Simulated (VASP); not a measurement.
# ZnCu (Cmmm) in VASP: a series of runs

The runs below take ZnCu through single point, with PBE.

Everything below comes from runs of VASP 6.6.1. Logs are shortened: lines on timing, memory, paths and dates and some standing lists are left out, and cuts for length are marked.

**1. The cell of the first run**

The structure is orthorhombic, space group Cmmm (No. 65). The conventional cell has a = 2.883 Å, b = 4.110 Å, c = 4.412 Å, α = 90.00°, β = 90.00°, γ = 90.00°. Within 3.3 Å of Zn (site symmetry mmm) lie 6 Zn at 2.51 to 2.88 Å and 8 Cu at 2.64 to 3.01 Å. Within 3.3 Å of Cu (site symmetry mmm) lie 6 Cu at 2.51 to 2.88 Å and 8 Zn at 2.64 to 3.01 Å.

**2. Single point, PBE**

File INCAR:

```
PREC     = Accurate       # precision mode
ENCUT    = 520            # plane-wave cutoff, eV
EDIFF    = 1E-6           # SCF threshold, eV
ISMEAR   = 0              # smearing method
SIGMA    = 0.15           # smearing width, eV
LREAL    = False          # projectors in reciprocal space
LASPH    = True           # aspherical terms in the spheres
NELM     = 80             # most SCF steps
ALGO     = Fast           # electronic algorithm
ISIF     = 2              # what is computed and relaxed
LWAVE    = False          # write WAVECAR
LCHARG   = False          # write CHGCAR
GGA      = PE             # functional
NBANDS   = 18             # bands
```

File KPOINTS:

```
Automatic mesh
0
Gamma
  22 22 14
```

File POSCAR:

```
ZnCu
1.0
    1.4415069880     -2.0549451338      0.0000000000
    1.4415069880      2.0549451338      0.0000000000
    0.0000000000      0.0000000000      4.4123881995
Zn Cu
1 1
Direct
    0.5000000000      0.5000000000      0.5000000000
    0.0000000000      0.0000000000      0.0000000000
```

Potentials or basis: VASP PAW PBE potentials, release 64 (Zn, Cu).

Run with:

```
$ cat potpaw_PBE.64/Zn/POTCAR potpaw_PBE.64/Cu/POTCAR > POTCAR
$ mpirun -np 1 vasp_std > vasp.out
```

OUTCAR:

```text
PREC = Accurate
   ENCUT = 520
   EDIFF = 1E-6
   ISMEAR = 0
   LREAL = False
   LASPH = True
   NELM = 80
   ISIF = 2
   GGA = PE

 ion  position               nearest neighbor table
   1  0.500  0.500  0.500-   2 2.64   2 2.64   2 2.64   2 2.64
   2  0.000  0.000  0.000-   1 2.64   1 2.64   1 2.64   1 2.64

  LATTYP: Found a base centered orthorhombic cell.
 ALAT       =     2.8830139760
 B/A-ratio  =     1.4255533625
 C/A-ratio  =     1.5304775614

  Lattice vectors:

 A1 = (   1.4415069880,  -2.0549451338,   0.0000000000)
 A2 = (   1.4415069880,   2.0549451338,   0.0000000000)
 A3 = (   0.0000000000,   0.0000000000,   4.4123881995)

Analysis of symmetry for initial positions (statically):
=====================================================================
 Subroutine PRICEL returns:
 Original cell was already a primitive cell.

 Routine SETGRP: Setting up the symmetry group for a
 base centered orthorhombic supercell.

 Subroutine GETGRP returns: Found  8 space group operations
 (whereof  8 operations were pure point group operations)
 out of a pool of  8 trial point group operations.

The static configuration has the point symmetry D_2h.

Analysis of symmetry for dynamics (positions and initial velocities):
=====================================================================
 Subroutine PRICEL returns:
 Original cell was already a primitive cell.

 Routine SETGRP: Setting up the symmetry group for a
 base centered orthorhombic supercell.

 Subroutine GETGRP returns: Found  8 space group operations
 (whereof  8 operations were pure point group operations)
 out of a pool of  8 trial point group operations.

The dynamic configuration has the point symmetry D_2h.

 Subroutine INISYM returns: Found  8 space group operations
 (whereof  8 operations are pure point group operations),
 and found     1 'primitive' translations

----------------------------------------------------------------------------------------

                                     Primitive cell

  volume of cell :      26.1409

  direct lattice vectors                    reciprocal lattice vectors
     1.441506988 -2.054945134  0.000000000     0.346859227 -0.243315499  0.000000000
     1.441506988  2.054945134  0.000000000     0.346859227  0.243315499  0.000000000
     0.000000000  0.000000000  4.412388199     0.000000000  0.000000000  0.226634637

  length of vectors
     2.510127865  2.510127865  4.412388199     0.423690637  0.423690637  0.226634637

  position of ions in fractional coordinates (direct lattice)
     0.500000000  0.500000000  0.500000000
     0.000000000  0.000000000  0.000000000

  ion indices of the primitive-cell ions
   primitive index   ion index
                 1           1
                 2           2

----------------------------------------------------------------------------------------

 KPOINTS: Automatic mesh

Automatic generation of k-mesh.
 Grid dimensions read from file:
 generate k-points for:   22   22   14

 Generating k-lattice:

  Cartesian coordinates                     Fractional coordinates (reciprocal lattice)
     0.015766329 -0.011059795  0.000000000     0.045454545 -0.000000000  0.000000000
     0.015766329  0.011059795  0.000000000    -0.000000000  0.045454545  0.000000000
     0.000000000  0.000000000  0.016188188     0.000000000  0.000000000  0.071428571

  Length of vectors
     0.019258665  0.019258665  0.016188188

  Shift w.r.t. Gamma in fractional coordinates (k-lattice)
     0.000000000  0.000000000  0.000000000

 Subroutine IBZKPT returns following result:
 ===========================================

 Found   1064 irreducible k-points:

 Following reciprocal coordinates:
            Coordinates               Weight
  0.000000  0.000000  0.000000      1.000000
  0.045455 -0.000000  0.000000      4.000000
  0.090909 -0.000000  0.000000      4.000000
  0.136364  0.000000  0.000000      4.000000
  0.181818  0.000000  0.000000      4.000000
  0.227273 -0.000000  0.000000      4.000000
[... 16 lines left out ...]
  0.500000  0.045455  0.000000      4.000000
 -0.454545  0.045455  0.000000      4.000000
 [... further k-points ...]
   k-points           NKPTS =   1064   k-points in BZ     NKDIM =   1064   number of bands    NBANDS=     18
   number of dos      NEDOS =    301   number of ions     NIONS =      2
   total plane-waves  NPLWV =  14400
   dimension x,y,z NGX =    20 NGY =   20 NGZ =   36
   dimension x,y,z NGXF=    40 NGYF=   40 NGZF=   72
   ions per type =               1   1
   NGX,Y,Z   is equivalent  to a cutoff of  13.25, 13.25, 13.56 a.u.
   NGXF,Y,Z  is equivalent  to a cutoff of  26.49, 26.49, 27.13 a.u.
 SYSTEM =  unknown system
   PREC   = accura    normal or accurate (medium, high low for compatibility)
   ISTART =      0    job   : 0-new  1-cont  2-samecut
   ICHARG =      2    charge: 1-file 2-atom 10-const
   ISPIN  =      1    spin polarized calculation?
   LNONCOLLINEAR =      F non collinear calculations
   LSORBIT =      F    spin-orbit coupling
   LASPH  =      T    aspherical Exc in radial PAW
   ENCUT  =  520.0 eV  38.22 Ry    6.18 a.u.   4.67  4.67  8.20*2*pi/ulx,y,z
   NELM   =     80;   NELMIN=  2; NELMDL= -5     # of ELM steps
   EDIFF  = 0.1E-05   stopping-criterion for ELM
   LREAL  =      F    real-space projection
   EDIFFG = 0.1E-04   stopping-criterion for IOM
   NSW    =      0    number of steps for IOM
   IBRION =     -1    ionic relax: 0-MD 1-quasi-New 2-CG
   NFREE  =      0    steps in history (QN), initial steepest desc. (CG)
   ISIF   =      2    stress and relaxation
   ISYM   =      2    0-nonsym 1-usesym 2-fastsym
   POTIM  = 0.5000    time-step for ionic-motion
   TEBEG  =    0.0;   TEEND  =   0.0 temperature during run
   PSTRESS=    0.0 pullay stress
   NELECT =      23.0000    total number of electrons
   NUPDOWN=      -1.0000    fix difference up-down
   EMIN   =  10.00;   EMAX   =-10.00  energy-range for DOS
   EFERMI =   0.00;   METHOD = LEGACY
   ISMEAR =     0;   SIGMA  =   0.15  broadening in eV -4-tet -1-fermi 0-gaus
   EFERMI_NEDOS =   21; number of points for ismear=-14 and -15
   IALGO  =     68    algorithm
   IMIX   =      4    mixing-type and parameters
     AMIX     =   0.40;   BMIX     =  1.00
     AMIX_MAG =   1.60;   BMIX_MAG =  1.00
  volume/ion in A,a.u.               =      13.07        88.20
  Fermi-wavevector in a.u.,A,eV,Ry     =   1.568714  2.964440 33.482099  2.460865
  Thomas-Fermi vector in A             =   2.670704
   LORBIT       =      0    0 simple, 1 ext, 2 COOP (PROOUT), +10 PAW based schemes
   GGA     = PE    functional components
   LHFCALC =     F    Hartree Fock is set to
   AEXX    =    0.0000 exact exchange contribution
   IVDW    =     0    specifies the selected vdW correction
   LEPSILON=     F    determine dielectric tensor
   LRPA    =     F    only Hartree local field effects (RPA)
 non-spin polarized calculation
 RMM-DIIS sequential band-by-band and
 Gauss-broadening in eV      SIGMA  =   0.15
  energy-cutoff  :      520.00
  volume of cell :       26.14
 maximum number of plane-waves:       722
   NGX =  9   NGY =  9   NGZ = 17

 number of electron      23.0000020 magnetization

 Free energy of the ion-electron system (eV)
  ---------------------------------------------------
  ext. energy  EPLUGINS =         0.00000000
  ---------------------------------------------------
  free energy    TOTEN  =        -4.86082337 eV

  energy without entropy =       -4.85531966  energy(sigma->0) =       -4.85807152

 E-fermi :   5.3275     XC(G=0): -12.2694

 val. band max:        5.3265376239   @ k =   0.4091   0.4091   0.1429
 cond. band min:       5.3299225062   @ k =   0.3182   0.3182   0.4286
 fundamental gap:      0.0033848823
 Fermi energy:         5.3274624384

 k-point     1 :       0.0000    0.0000    0.0000
  band No.  band energies     occupation
      1      -4.9791      2.00000
      2      -2.8972      2.00000
      3      -2.7911      2.00000
      4      -1.9464      2.00000
      5      -1.8882      2.00000
      6      -1.7301      2.00000
[... 10 lines left out ...]
     17      25.6808      0.00000
     18      27.2760      0.00000

 k-point     2 :       0.0455   -0.0000    0.0000
  band No.  band energies     occupation
      1      -4.9203      2.00000
      2      -2.8816      2.00000
      3      -2.7844      2.00000
      4      -1.9464      2.00000
      5      -1.9017      2.00000
      6      -1.7401      2.00000
[... 10 lines left out ...]
     17      25.7514      0.00000
     18      27.9443      0.00000

 k-point     3 :       0.0909   -0.0000    0.0000
  band No.  band energies     occupation
      1      -4.7451      2.00000
      2      -2.8441      2.00000
      3      -2.7572      2.00000
      4      -1.9473      2.00000
      5      -1.9449      2.00000
      6      -1.7611      2.00000
[... 10 lines left out ...]
     17      26.3566      0.00000
     18      26.6040      0.00000

 k-point     4 :       0.1364    0.0000    0.0000
  band No.  band energies     occupation
      1      -4.4591      2.00000
      2      -2.8103      2.00000
      3      -2.6887      2.00000
      4      -2.0287      2.00000
      5      -1.9382      2.00000
      6      -1.7792      2.00000
[... 375 lines left out ...]
      4      -1.8403      2.00000
      5      -1.6843      2.00000
      6       0.4950      2.00000
[... 10 lines left out ...]
     17      18.6735      0.00000
     18      22.8228      0.00000

 k-point    23 :       0.5000    0.0455    0.0000
  band No.  band energies     occupation
      1      -3.1054      2.00000
      2      -2.6606      2.00000
      3      -2.0887      2.00000
      4      -1.8385      2.00000
      5      -1.6920      2.00000
      6       0.5861      2.00000
[... 10 lines left out ...]
     17      19.0199      0.00000
     18      22.5534      0.00000

 k-point    24 :      -0.4545    0.0455    0.0000
  band No.  band energies     occupation
      1      -3.0930      2.00000
      2      -2.6434      2.00000
      3      -2.1121      2.00000
      4      -1.8353      2.00000
      5      -1.7278      2.00000
      6       0.2252      2.00000
[... 10 lines left out ...]
     17      19.4810      0.00000
     18      22.3925      0.00000

 [... further k-points ...]
[... 5 lines left out ...]
  --------------------------------------------------------------------------------------
  -------------------------------------------------------------------------------------
  Total        0.4528824      1.3811072     -1.2455413      0.0000000      0.0000000      0.0000000
  in kB       27.7571822     84.6481142    -76.3392756      0.0000000      0.0000000      0.0000000
  external PRESSURE =      12.0220069 kB  Pullay stress =       0.0000000 kB

 VOLUME and BASIS-vectors are now :
 -----------------------------------------------------------------------------
  energy-cutoff  :      520.00
  volume of cell :       26.14
      direct lattice vectors                 reciprocal lattice vectors
     1.441506988 -2.054945134  0.000000000     0.346859227 -0.243315499  0.000000000
     1.441506988  2.054945134  0.000000000     0.346859227  0.243315499  0.000000000
     0.000000000  0.000000000  4.412388199     0.000000000  0.000000000  0.226634637

 POSITION                                       TOTAL-FORCE (eV/Angst)
 -----------------------------------------------------------------------------------
      1.44151      0.00000      2.20619        -0.000000      0.000000      0.000000
      0.00000      0.00000      0.00000         0.000000     -0.000000      0.000000
 -----------------------------------------------------------------------------------
    total drift:                                0.000000      0.000000      0.000000

  FREE ENERGIE OF THE ION-ELECTRON SYSTEM (eV)
  ---------------------------------------------------
  free  energy   TOTEN  =        -4.8608233704 eV

  energy  without entropy=       -4.8553196625  energy(sigma->0) =       -4.85807152
```

Wall time 3.3 min (1 thread of Intel Xeon 6975P-C (Granite Rapids), shared host); peak memory 0.59 GiB.

Results:

```
Free energy            : -4.8608 eV
Pressure               : 1.2 GPa
Band gap on the k mesh : zero (an odd number of electrons rules out a gap without spin polarisation)
```

Stress tensor (GPa, compression positive):
```
 2.78  0.00  0.00
 0.00  8.46  0.00
 0.00  0.00 -7.63
```

Levels at points of the mesh, in eV from the Fermi level:
```csv
k point,band 9,band 10,band 11,band 12,band 13,band 14,band 15,band 16
"(0.00, 0.00, 0.00)",-2.43,-2.40,-2.37,-2.23,0.85,15.97,16.48,19.60
"(0.50, 0.00, 0.00)",-2.39,-2.36,-2.06,-0.65,5.59,6.15,6.35,6.65
"(0.50, 0.50, 0.00)",-2.74,-1.67,-1.64,2.14,5.60,5.95,7.05,10.75
"(0.00, 0.00, 0.50)",-3.54,-2.45,-2.41,-2.24,8.90,9.26,17.88,18.14
"(0.50, 0.00, 0.50)",-2.37,-2.33,-2.00,-1.13,1.16,2.80,13.12,13.70
"(0.50, 0.50, 0.50)",-2.68,-1.64,0.93,1.91,2.07,4.11,8.99,10.61
```

**3. Single point, PBE**

This run uses another cell than the first one, of the same volume but with other edges.

File INCAR:

```
SYSTEM = ZnCu
PREC = Accurate
ENCUT = 520
EDIFF = 1E-7
ISMEAR = 0
SIGMA = 0.15
LREAL = .FALSE.
LASPH = .TRUE.
NELM = 100
ALGO = Fast
ISIF = 2
LWAVE = .FALSE.
LCHARG = .FALSE.
GGA = PE
NBANDS = 18
```

File KPOINTS:

```
Automatic mesh
0
G
  22 22 14
  0 0 0
```

File POSCAR:

```
ZnCu
1.0
    1.5084256292     -2.1503412278      0.0000000000
    1.5084256292      2.1503412278      0.0000000000
    0.0000000000      0.0000000000      4.0295765735
Zn Cu
1 1
Direct
    0.5000000000      0.5000000000      0.5000000000
    0.0000000000      0.0000000000      0.0000000000
```

Potentials or basis: VASP PAW PBE potentials, release 64 (Zn, Cu).

Run with:

```
$ cat potpaw_PBE.64/Zn/POTCAR potpaw_PBE.64/Cu/POTCAR > POTCAR
$ mpirun -np 1 vasp_std > vasp.out
```

It took 3.5 min on 1 thread of Intel Xeon 6975P-C (Granite Rapids), shared host; peak memory 0.59 GiB.

The run converged. Its results:

| Item | Value |
| --- | --- |
| Free energy | -4.9220 eV |
| Pressure | 0.9 GPa |
| Band gap on the k mesh | zero (an odd number of electrons rules out a gap without spin polarisation) |

Stress tensor (GPa, compression positive):
```
 1.82  0.00  0.00
 0.00 -2.96  0.00
 0.00  0.00  3.72
```

Levels at points of the mesh, in eV from the Fermi level:
| k point | band 10 | band 11 | band 12 | band 13 | band 14 | band 15 |
| --- | --- | --- | --- | --- | --- | --- |
| (0.00, 0.00, 0.00) | -2.53 | -2.44 | -1.23 | 2.72 | 13.36 | 14.38 |
| (0.50, 0.00, 0.00) | -2.60 | -2.29 | -0.83 | 6.84 | 6.96 | 7.00 |
| (0.50, 0.50, 0.00) | -2.17 | -1.91 | 1.31 | 5.53 | 6.24 | 6.84 |
| (0.00, 0.00, 0.50) | -2.74 | -2.56 | -2.46 | 12.42 | 12.76 | 15.98 |
| (0.50, 0.00, 0.50) | -2.31 | -2.18 | -1.40 | 1.22 | 2.35 | 13.31 |
| (0.50, 0.50, 0.50) | -1.91 | 1.32 | 1.39 | 1.80 | 3.33 | 8.26 |
